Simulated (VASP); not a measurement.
# H3C2 (C2/m) in VASP: further runs

Runs on H3C2. Level: PBE+D3(BJ). Tasks: single point.

All numbers are computed with VASP 6.6.1; they aren't measurements. Logs are shortened: lines on timing, memory, paths and dates and some standing lists are left out, and cuts for length are marked.

### 1 The cell of the first run

The structure is monoclinic, space group C2/m (No. 12). The conventional cell has a = 7.159 Å, b = 6.455 Å, c = 4.078 Å, α = 90.00°, β = 101.05°, γ = 90.00°. H (site symmetry m) has 1 C at 1.10 Å within 1.5 Å. Within 1.5 Å of H (site symmetry 1) lie 1 C at 1.10 Å. C (site symmetry m) has 2 C at 1.21 to 1.45 Å within 1.6 Å. Within 1.5 Å of C (site symmetry m) lie 3 H at 1.10 Å and 1 C at 1.45 Å.

### 2 Single point, PBE+D3(BJ)

File INCAR:

```
SYSTEM = H3C2
PREC = Accurate ; ENCUT = 520
EDIFF = 1E-6 ; ISMEAR = 0
SIGMA = 0.02 ; LREAL = .FALSE.
LASPH = .TRUE. ; NELM = 100
ALGO = Normal ; ISIF = 2
LWAVE = .FALSE. ; LCHARG = .FALSE.
GGA = PE ; IVDW = 12
NBANDS = 22
```

File KPOINTS:

```
Automatic mesh
0
G
  6 6 6
  0 0 0
```

File POSCAR:

```
H3C2
1.0
    3.5794450000     -3.2276450000      0.0000000000
    3.5794450000      3.2276450000      0.0000000000
   -0.7818911305      0.0000000000      4.0025240002
H C
6 4
Direct
    0.2693509748      0.2693509748      0.5487398354
    0.7306490252      0.7306490252      0.4512601646
    0.2142837207      0.4896399596      0.2273084281
    0.5103600404      0.7857162793      0.7726915719
    0.7857162793      0.5103600404      0.7726915719
    0.4896399596      0.2142837207      0.2273084281
    0.0799891429      0.0799891429      0.0834209250
    0.9200108571      0.9200108571      0.9165790750
    0.2721810248      0.2721810248      0.2804067217
    0.7278189752      0.7278189752      0.7195932783
```

Potentials or basis: VASP PAW PBE potentials, release 64 (H, C).

Run with:

```console
cat potpaw_PBE.64/H/POTCAR potpaw_PBE.64/C/POTCAR > POTCAR
mpirun -np 1 vasp_std > vasp.out
```

OUTCAR:

```text
SYSTEM = H3C2
   PREC = Accurate
   ENCUT = 520
   EDIFF = 1E-6
   ISMEAR = 0
   LREAL = .FALSE.
   LASPH = .TRUE.
   NELM = 100
   ISIF = 2
   GGA = PE
   IVDW = 12
 IVDW          = 12

 ion  position               nearest neighbor table
   1  0.269  0.269  0.549-   9 1.10
   2  0.731  0.731  0.451-  10 1.10
   3  0.214  0.490  0.227-   9 1.10
   4  0.510  0.786  0.773-  10 1.10
   5  0.786  0.510  0.773-  10 1.10
   6  0.490  0.214  0.227-   9 1.10
   7  0.080  0.080  0.083-   8 1.21   9 1.45
   8  0.920  0.920  0.917-   7 1.21  10 1.45
   9  0.272  0.272  0.280-   1 1.10   3 1.10   6 1.10   7 1.45
  10  0.728  0.728  0.720-   2 1.10   4 1.10   5 1.10   8 1.45

  LATTYP: Found a base centered monoclinic cell.
 ALAT       =     7.1588900000
 B/A-ratio  =     0.9017166069
 C/A-ratio  =     0.5696665265
 COS(beta)  =    -0.1917255076

  Lattice vectors:

 A1 = (   3.5794450000,  -3.2276450000,   0.0000000000)
 A2 = (   3.5794450000,   3.2276450000,   0.0000000000)
 A3 = (  -0.7818911305,   0.0000000000,   4.0025240002)

Analysis of symmetry for initial positions (statically):
=====================================================================
 Subroutine PRICEL returns:
 Original cell was already a primitive cell.

 Routine SETGRP: Setting up the symmetry group for a
 base centered monoclinic supercell.

 Subroutine GETGRP returns: Found  4 space group operations
 (whereof  4 operations were pure point group operations)
 out of a pool of  4 trial point group operations.

The static configuration has the point symmetry C_2h.

Analysis of symmetry for dynamics (positions and initial velocities):
=====================================================================
 Subroutine PRICEL returns:
 Original cell was already a primitive cell.

 Routine SETGRP: Setting up the symmetry group for a
 base centered monoclinic supercell.

 Subroutine GETGRP returns: Found  4 space group operations
 (whereof  4 operations were pure point group operations)
 out of a pool of  4 trial point group operations.

The dynamic configuration has the point symmetry C_2h.

 Subroutine INISYM returns: Found  4 space group operations
 (whereof  4 operations are pure point group operations),
 and found     1 'primitive' translations

----------------------------------------------------------------------------------------

                                     Primitive cell

  volume of cell :      92.4837

  direct lattice vectors                    reciprocal lattice vectors
     3.579445000 -3.227645000  0.000000000     0.139686460 -0.154911708  0.027287682
     3.579445000  3.227645000  0.000000000     0.139686460  0.154911708  0.027287682
    -0.781891131  0.000000000  4.002524000     0.000000000  0.000000000  0.249842349

  length of vectors
     4.819763350  4.819763350  4.078180000     0.210367683  0.210367683  0.249842349

  position of ions in fractional coordinates (direct lattice)
     0.269350975  0.269350975  0.548739835
     0.730649025  0.730649025  0.451260165
     0.214283721  0.489639960  0.227308428
     0.510360040  0.785716279  0.772691572
     0.785716279  0.510360040  0.772691572
     0.489639960  0.214283721  0.227308428
     0.079989143  0.079989143  0.083420925
     0.920010857  0.920010857  0.916579075
     0.272181025  0.272181025  0.280406722
     0.727818975  0.727818975  0.719593278

  ion indices of the primitive-cell ions
   primitive index   ion index
                 1           1
                 2           2
                 3           3
                 4           4
                 5           5
                 6           6
                 7           7
                 8           8
                 9           9
                10          10

----------------------------------------------------------------------------------------

 KPOINTS: Automatic mesh

Automatic generation of k-mesh.
 Grid dimensions read from file:
 generate k-points for:    6    6    6

 Generating k-lattice:

  Cartesian coordinates                     Fractional coordinates (reciprocal lattice)
     0.023281077 -0.025818618  0.004547947     0.166666667  0.000000000 -0.000000000
     0.023281077  0.025818618  0.004547947     0.000000000  0.166666667 -0.000000000
     0.000000000  0.000000000  0.041640392     0.000000000  0.000000000  0.166666667

  Length of vectors
     0.035061280  0.035061280  0.041640392

  Shift w.r.t. Gamma in fractional coordinates (k-lattice)
     0.000000000  0.000000000  0.000000000

 Subroutine IBZKPT returns following result:
 ===========================================

 Found     68 irreducible k-points:

 Following reciprocal coordinates:
            Coordinates               Weight
  0.000000  0.000000  0.000000      1.000000
  0.166667 -0.000000  0.000000      4.000000
  0.333333 -0.000000  0.000000      4.000000
  0.500000  0.000000 -0.000000      2.000000
  0.166667  0.166667  0.000000      2.000000
  0.333333  0.166667 -0.000000      4.000000
[... 16 lines left out ...]
 -0.333333  0.166667  0.166667      4.000000
 -0.166667  0.166667  0.166667      4.000000
 [... further k-points ...]
   k-points           NKPTS =     68   k-points in BZ     NKDIM =     68   number of bands    NBANDS=     22
   number of dos      NEDOS =    301   number of ions     NIONS =     10
   total plane-waves  NPLWV =  38880
   dimension x,y,z NGX =    36 NGY =   36 NGZ =   30
   dimension x,y,z NGXF=    72 NGYF=   72 NGZF=   60
   ions per type =               6   4
   NGX,Y,Z   is equivalent  to a cutoff of  12.42, 12.42, 12.23 a.u.
   NGXF,Y,Z  is equivalent  to a cutoff of  24.83, 24.83, 24.46 a.u.
 SYSTEM =  H3C2
   PREC   = accura    normal or accurate (medium, high low for compatibility)
   ISTART =      0    job   : 0-new  1-cont  2-samecut
   ICHARG =      2    charge: 1-file 2-atom 10-const
   ISPIN  =      1    spin polarized calculation?
   LNONCOLLINEAR =      F non collinear calculations
   LSORBIT =      F    spin-orbit coupling
   LASPH  =      T    aspherical Exc in radial PAW
   ENCUT  =  520.0 eV  38.22 Ry    6.18 a.u.   8.96  8.96  7.58*2*pi/ulx,y,z
   NELM   =    100;   NELMIN=  2; NELMDL= -5     # of ELM steps
   EDIFF  = 0.1E-05   stopping-criterion for ELM
   LREAL  =      F    real-space projection
   EDIFFG = 0.1E-04   stopping-criterion for IOM
   NSW    =      0    number of steps for IOM
   IBRION =     -1    ionic relax: 0-MD 1-quasi-New 2-CG
   NFREE  =      0    steps in history (QN), initial steepest desc. (CG)
   ISIF   =      2    stress and relaxation
   ISYM   =      2    0-nonsym 1-usesym 2-fastsym
   POTIM  = 0.5000    time-step for ionic-motion
   TEBEG  =    0.0;   TEEND  =   0.0 temperature during run
   PSTRESS=    0.0 pullay stress
   NELECT =      22.0000    total number of electrons
   NUPDOWN=      -1.0000    fix difference up-down
   EMIN   =  10.00;   EMAX   =-10.00  energy-range for DOS
   EFERMI =   0.00;   METHOD = LEGACY
   ISMEAR =     0;   SIGMA  =   0.02  broadening in eV -4-tet -1-fermi 0-gaus
   EFERMI_NEDOS =   21; number of points for ismear=-14 and -15
   IALGO  =     38    algorithm
   IMIX   =      4    mixing-type and parameters
     AMIX     =   0.40;   BMIX     =  1.00
     AMIX_MAG =   1.60;   BMIX_MAG =  1.00
  volume/ion in A,a.u.               =       9.25        62.41
  Fermi-wavevector in a.u.,A,eV,Ry     =   1.014364  1.916870 13.999508  1.028935
  Thomas-Fermi vector in A             =   2.147587
   LORBIT       =      0    0 simple, 1 ext, 2 COOP (PROOUT), +10 PAW based schemes
   GGA     = PE    functional components
   LHFCALC =     F    Hartree Fock is set to
   AEXX    =    0.0000 exact exchange contribution
   IVDW    =    12    specifies the selected vdW correction
   LEPSILON=     F    determine dielectric tensor
   LRPA    =     F    only Hartree local field effects (RPA)
 non-spin polarized calculation
 Gauss-broadening in eV      SIGMA  =   0.02
  energy-cutoff  :      520.00
  volume of cell :       92.48
 maximum number of plane-waves:      2516
   NGX = 17   NGY = 17   NGZ = 15

 number of electron      22.0000002 magnetization

 Free energy of the ion-electron system (eV)
  ---------------------------------------------------
  ext. energy  EPLUGINS =         0.00000000
  ---------------------------------------------------
  free energy    TOTEN  =       -56.69965091 eV

  energy without entropy =      -56.69965091  energy(sigma->0) =      -56.69965091

 E-fermi :  -1.3025     XC(G=0):  -7.6404

 val. band max:       -1.4225010027   @ k =   0.5000   0.5000   0.5000
 cond. band min:       3.2844057289   @ k =   0.0000   0.0000   0.0000
 fundamental gap:      4.7069067316
 Fermi energy:        -1.3025326787

 k-point     1 :       0.0000    0.0000    0.0000
  band No.  band energies     occupation
      1     -15.6319      2.00000
      2     -14.1106      2.00000
      3     -12.3833      2.00000
      4      -7.3919      2.00000
      5      -6.7175      2.00000
      6      -6.3621      2.00000
[... 14 lines left out ...]
     21       9.8258      0.00000
     22      10.2869      0.00000

 k-point     2 :       0.1667   -0.0000    0.0000
  band No.  band energies     occupation
      1     -15.5847      2.00000
      2     -14.1841      2.00000
      3     -12.3486      2.00000
      4      -7.5694      2.00000
      5      -6.5631      2.00000
      6      -6.3804      2.00000
[... 14 lines left out ...]
     21       9.9514      0.00000
     22      10.0880      0.00000
[... 523 lines left out ...]
     21       9.8965      0.00000
     22      10.2886      0.00000

 k-point    24 :      -0.1667    0.1667    0.1667
  band No.  band energies     occupation
      1     -15.4939      2.00000
      2     -14.2156      2.00000
      3     -12.3689      2.00000
      4      -7.5581      2.00000
      5      -6.6269      2.00000
      6      -6.2916      2.00000
[... 14 lines left out ...]
     21       9.9976      0.00000
     22      10.3340      0.00000

 [... further k-points ...]

------------------------ aborting loop because EDIFF is reached ----------------------------------------

 Edisp (eV)   -0.59501

 E8    (eV) :    -0.1414

  FORCE on cell =-STRESS in cart. coord.  units (eV):
  Direction    XX          YY          ZZ          XY          YZ          ZX
  --------------------------------------------------------------------------------------
  -------------------------------------------------------------------------------------
  Total      -0.00024    -0.17706     0.03795     0.00000     0.00000     0.10422
  in kB      -0.00418    -3.06730     0.65743     0.00000     0.00000     1.80549
  external pressure =       -0.80 kB  Pullay stress =        0.00 kB

 VOLUME and BASIS-vectors are now :
 -----------------------------------------------------------------------------
  energy-cutoff  :      520.00
  volume of cell :       92.48
      direct lattice vectors                 reciprocal lattice vectors
     3.579445000 -3.227645000  0.000000000     0.139686460 -0.154911708  0.027287682
     3.579445000  3.227645000  0.000000000     0.139686460  0.154911708  0.027287682
    -0.781891131  0.000000000  4.002524000     0.000000000  0.000000000  0.249842349

 POSITION                                       TOTAL-FORCE (eV/Angst)
 -----------------------------------------------------------------------------------
      1.49920      0.00000      2.19634        -0.010118      0.000000      0.017041
      4.87780      0.00000      1.80618         0.010118      0.000000     -0.017041
      2.34193      0.88875      0.90981         0.015642      0.016554     -0.001280
      4.03507      0.88875      3.09272        -0.015642      0.016554      0.001280
      4.03507     -0.88875      3.09272        -0.015642     -0.016554      0.001280
      2.34193     -0.88875      0.90981         0.015642     -0.016554     -0.001280
      0.50741      0.00000      0.33389         0.056704      0.000000      0.035529
      5.86959      0.00000      3.66863        -0.056704      0.000000     -0.035529
      1.72927      0.00000      1.12233        -0.010769      0.000000     -0.013021
      4.64773      0.00000      2.88019         0.010769      0.000000      0.013021
 -----------------------------------------------------------------------------------
    total drift:                               -0.000000      0.000000      0.000000

  FREE ENERGIE OF THE ION-ELECTRON SYSTEM (eV)
  ---------------------------------------------------
  free  energy   TOTEN  =       -57.2946569527 eV

  energy  without entropy=      -57.2946569527  energy(sigma->0) =      -57.29465695
```

Run time: 55 s. Hardware: 1 thread of Intel Xeon 6975P-C (Granite Rapids), shared host; peak memory 0.24 GiB.

Results:

| Property | Result |
| --- | --- |
| Free energy | -57.2947 eV |
| Pressure | -0.1 GPa |
| Largest force | 0.067 eV/Å |
| Band gap on the k mesh | 4.71 eV (least direct gap 5.02 eV) |
| Dispersion energy per atom | -0.060 eV |

Forces on the atoms (eV/Å):
```
H   -0.010  0.000  0.017
H    0.010  0.000 -0.017
H    0.016  0.017 -0.001
H   -0.016  0.017  0.001
H   -0.016 -0.017  0.001
H    0.016 -0.017 -0.001
C    0.057  0.000  0.036
C   -0.057  0.000 -0.036
C   -0.011  0.000 -0.013
C    0.011  0.000  0.013
```

A k mesh can miss the band edges.

### 3 Single point, PBE+D3(BJ)

This run uses another cell than the first one, of 9.34 Å³/atom.

File INCAR:

```
SYSTEM = H3C2
  ALGO = Normal
  EDIFF = 1E-6
  ENCUT = 520
  GGA = PE
  ISIF = 2
  ISMEAR = 0
  IVDW = 12
  LASPH = .TRUE.
  LCHARG = .FALSE.
  LREAL = .FALSE.
  LWAVE = .FALSE.
  NBANDS = 22
  NELM = 60
  PREC = Accurate
  SIGMA = 0.02
```

File KPOINTS:

```
k-points
0
G
  6 6 6
  0 0 0
```

File POSCAR:

```
H3C2
1.0
    3.4245245605     -3.2194143498      0.0916757584
    3.4245245605      3.2194143498      0.0916757584
   -0.6465422418      0.0000000000      4.2185314046
H C
6 4
Direct
    0.2537050011      0.2537050011      0.5244678913
    0.7462949989      0.7462949989      0.4755321087
    0.2187058570      0.4948750957      0.2237796119
    0.5051249043      0.7812941430      0.7762203881
    0.7812941430      0.5051249043      0.7762203881
    0.4948750957      0.2187058570      0.2237796119
    0.0796663026      0.0796663026      0.0804980916
    0.9203336974      0.9203336974      0.9195019084
    0.2708403727      0.2708403727      0.2719436603
    0.7291596273      0.7291596273      0.7280563397
```

Potentials or basis: VASP PAW PBE potentials, release 64 (H, C).

Run with:

```console
cat potpaw_PBE.64/H/POTCAR potpaw_PBE.64/C/POTCAR > POTCAR
mpirun -np 1 vasp_std > vasp.out
```

Wall time 55 s (1 thread of Intel Xeon 6975P-C (Granite Rapids), shared host); peak memory 0.24 GiB.

Results (log left out):

| Quantity | Value |
| --- | --- |
| Free energy | -57.3007 eV |
| Pressure | 0.0 GPa |
| Largest force | 0.064 eV/Å |
| Band gap on the k mesh | 4.66 eV (least direct gap 5.03 eV) |
| Dispersion energy per atom | -0.059 eV |

Forces in eV/Å, atoms in the order of the input:
```
H   -0.005  0.000  0.024
H    0.005  0.000 -0.024
H    0.014  0.017 -0.002
H   -0.014  0.017  0.002
H   -0.014 -0.017  0.002
H    0.014 -0.017 -0.002
C    0.053  0.000  0.037
C   -0.053  0.000 -0.037
C   -0.012  0.000 -0.011
C    0.012  0.000  0.011
```

Stress tensor (GPa, compression positive):
```
 0.00  0.00  0.09
 0.00 -0.07  0.00
 0.09  0.00  0.01
```

Levels at points of the mesh, in eV from the valence-band top:
| k point | band 9 | band 10 | band 11 | band 12 | band 13 | band 14 |
| --- | --- | --- | --- | --- | --- | --- |
| (0.00, 0.00, 0.00) | -4.32 | -1.49 | -1.24 | 4.66 | 5.64 | 6.29 |
| (0.50, 0.00, 0.00) | -4.43 | -1.19 | -0.37 | 4.93 | 5.50 | 6.55 |
| (0.50, 0.50, 0.00) | -4.05 | -0.80 | -0.08 | 4.95 | 6.11 | 7.17 |
| (0.00, 0.00, 0.50) | -4.51 | -1.27 | -0.54 | 5.24 | 5.87 | 7.00 |
| (0.50, 0.00, 0.50) | -4.20 | -1.08 | -0.17 | 5.47 | 6.54 | 7.34 |
| (0.50, 0.50, 0.50) | -4.65 | -0.14 | 0.00 | 6.18 | 6.35 | 7.87 |

A k mesh can miss the band edges.
